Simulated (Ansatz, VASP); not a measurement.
## K in VASP and in Ansatz

```xyz
1
Lattice="-2.5826 2.5826 2.5826 2.5826 -2.5826 2.5826 2.5826 2.5826 -2.5826" Properties=species:S:1:pos:R:3 pbc="T T T"
K     0.0000    0.0000    0.0000
```

Change from the starting cell: volume scaled by 0.96, crystal datasets.

Alike in both runs: task electric field gradients; functional PBEsol; k mesh 10 × 10 × 10; occupations fermi-dirac, width 0.08 eV; no spin polarisation.

|  | VASP | Ansatz |
| --- | --- | --- |
| version | VASP 6.6.1 | Ansatz 0.2.0 |
| potentials or method | VASP PAW PBE potentials, release 64 (K_sv), cutoff 520 eV | all-electron PAW with datasets made for the crystal, scalar-relativistic |

```tsv
	VASP	Ansatz	Ansatz less VASP
pressure (GPa)	0.1	0.1	+0.01
```

VASP's potentials were made for PBE, not for PBEsol. Ansatz ran all-electron here, and VASP with PAW potentials.
